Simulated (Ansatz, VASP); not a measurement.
## One calculation of SnO, two programs

Contents of INCAR:

```
PREC     = Accurate       # precision mode
ENCUT    = 910            # plane-wave cutoff, eV
EDIFF    = 1E-6           # SCF threshold, eV
ISMEAR   = 0              # smearing method
SIGMA    = 0.1            # smearing width, eV
LREAL    = False          # projectors in reciprocal space
LASPH    = True           # aspherical terms in the spheres
NELM     = 120            # most SCF steps
ALGO     = Normal         # electronic algorithm
ISIF     = 2              # what is computed and relaxed
LWAVE    = False          # write WAVECAR
LCHARG   = False          # write CHGCAR
GGA      = PE             # functional
NBANDS   = 28             # bands
GGA_COMPAT= False
```

KPOINTS

```
regular mesh
0
Gamma
  6 6 4
```

File POSCAR:

```
SnO
1.0
    3.8136952200      0.0000000000      0.0000000000
    0.0000000000      3.8136952200      0.0000000000
    0.0000000000      0.0000000000      4.8869133000
Sn O
2 2
Direct
    0.0000000000      0.5000000000      0.2353738600
    0.5000000000      0.0000000000      0.7646261400
    0.5000000000      0.5000000000      0.0000000000
    0.0000000000      0.0000000000      0.0000000000
```

Input for Ansatz:

```yaml
crystal:
  lattice:
    - [3.81369522, 0.0, 0.0]
    - [0.0, 3.81369522, 0.0]
    - [0.0, 0.0, 4.8869133]
  atoms:
    - { symbol: Sn, position: [0.0, 0.5, 0.23537386] }
    - { symbol: Sn, position: [0.5, 0.0, 0.76462614] }
    - { symbol: O, position: [0.5, 0.5, 0.0] }
    - { symbol: O, position: [0.0, 0.0, 0.0] }
basis:
  ecutwfc: 420
kpoints:
  mp_grid: { grid: [6, 6, 4] }
hamiltonian:
  xc: pbe
scf:
  occupations: { method: gaussian, width: 0.1 }
output:
  forces: true
  stress: true
  eigenvalues: true
```

Alike in both runs: task single point; functional PBE; k mesh 6 × 6 × 4; occupations gaussian, width 0.1 eV; no spin polarisation.

|  | VASP | Ansatz |
| --- | --- | --- |
| version | VASP 6.6.1 | Ansatz 0.2.0 |
| potentials or method | VASP PAW PBE potentials, release 64 (Sn_d, O_h), cutoff 910 eV | scalar-relativistic, plane waves, PAW |
| valence electrons in the cell | 40 | 40 |

|  | VASP | Ansatz | Ansatz less VASP |
| --- | --- | --- | --- |
| gap on the k mesh at the Fermi level (eV) | 0.16 | 0.15 | -0.014 |
| least direct gap on the mesh (eV) | 2.03 | 2.04 | +0.012 |
| rms of the force components (eV/Å) | 0.185 | 0.154 | -0.0312 |

Atom by atom the forces differ by 0.031 eV/Å (rms over components).

Noted on VASP's run: the cutoff is short for stress, so the pressure is rough.
